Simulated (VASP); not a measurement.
Runs of VASP 6.6.1 on Ge. The structure is that of space group Im-3m (No. 229), or close to it. The cells are those of the table. 

```csv
task,cell,k mesh,cutoff (eV),gap on the mesh (eV),pressure (GPa)
relaxation of cell and atoms,"relaxed from a = 2.875 Å, angles 109.5°, 1 atom",24 × 24 × 24,600,none,0.1
single point,"a = 2.875 Å, angles 109.5°, 1 atom",24 × 24 × 24,520,none,(a)
single point,"a = 3.196 Å, angles 109.5°, 1 atom",8 × 8 × 8,520,none,-11.3
relaxation of cell and atoms,"relaxed from a = 3.196 Å, angles 109.5°, 1 atom",6 × 6 × 6,600,none,0.2
single point,"a = 2.875 Å, angles 109.5°, 1 atom",6 × 6 × 6,520,none,0.2
```

Alike in all rows: level PBEsol; potentials or basis VASP PAW PBE potentials, release 64 (Ge_d); no spin polarisation; smearing gaussian 0.1 eV.

Q: Estimate the missing entries.

A: (a) -0.1.

Caveats: some runs use coarse meshes; the PAW data sets were made with another functional, which shifts forces and pressure a little; the relaxation stopped at its first step, so nothing moved (some runs).

A k mesh can miss the band edges, and the runs leave out spin-orbit coupling on Ge.

A gap of «none» marks levels without a gap at the run's occupations.
